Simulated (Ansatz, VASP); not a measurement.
SiF: VASP beside Ansatz

POSCAR

```
SiF
1.0
    1.3112739651      0.7570633283      3.8187303235
   -1.3112739651      0.7570633283      3.8187303235
    0.0000000000     -1.5141266565      3.8187303235
Si F
1 1
Direct
    0.5000000000      0.5000000000      0.5000000000
    0.0000000000      0.0000000000      0.0000000000
```

INCAR.step1

```
ALGO = Normal ; EDIFF = 1E-5
ENCUT = 520 ; GGA = PE
ISIF = 2 ; ISMEAR = -1
LASPH = T ; LCHARG = F
LREAL = F ; LWAVE = T
NBANDS = 12 ; NELM = 60
PREC = Accurate ; SIGMA = 0.05
```

INCAR.step2

```
AEXX = 0.25 ; ALGO = Normal
EDIFF = 1E-6 ; ENCUT = 520
ISIF = 2 ; ISMEAR = -1
ISTART = 1 ; LASPH = T
LCHARG = F ; LHFCALC = T
LMIXTAU = T ; LREAL = F
LWAVE = F ; METAGGA = R2SCAN
NBANDS = 12 ; NELM = 60
PREC = Accurate ; PRECFOCK = Normal
SIGMA = 0.05
```

File KPOINTS:

```
k-points
0
Gamma
  6 6 6
```

File input.yaml:

```yaml
crystal:
  lattice:
    - [1.3112739651, 0.7570633283, 3.8187303235]
    - [-1.3112739651, 0.7570633283, 3.8187303235]
    - [0.0, -1.5141266565, 3.8187303235]
  atoms:
    - { symbol: Si, position: [0.5, 0.5, 0.5] }
    - { symbol: F, position: [0.0, 0.0, 0.0] }
hamiltonian:
  xc: r2scan0
  pseudopotentials: { kind: paw }
kpoints:
  mp_grid: { grid: [6, 6, 6] }
scf:
  occupations: { method: fermi_dirac, width: 0.05 }
output:
  forces: true
  stress: true
  eigenvalues: true
```

Alike in both runs: task single point; functional r2SCAN0; k mesh 6 × 6 × 6; occupations fermi-dirac, width 0.05 eV; no spin polarisation.

|  | VASP | Ansatz |
| --- | --- | --- |
| version | VASP 6.6.1 | Ansatz 0.2.0 |
| potentials or method | VASP PAW PBE potentials, release 64 (Si, F) | Ansatz PAW |
| plane-wave cutoff (eV) | 520 | 500 |
| valence electrons in the cell | 11 | 11 |

VASP gave:

```
gap on the k mesh at the Fermi level (eV)                     : none
pressure (GPa)                                                : 1.6
traceless stress, the component that is largest in VASP (GPa) : 4.89
```

Problem. Which values does Ansatz return?

Solution. gap on the k mesh at the Fermi level (eV): none; pressure (GPa): 1.5; traceless stress, the component that is largest in VASP (GPa): 5.86.

VASP's potentials were made for PBE, not for r2SCAN0. A gap of «none» marks a metal or a gap that the smearing closes.

The k mesh is coarse, so the values compare programs but aren't converged.
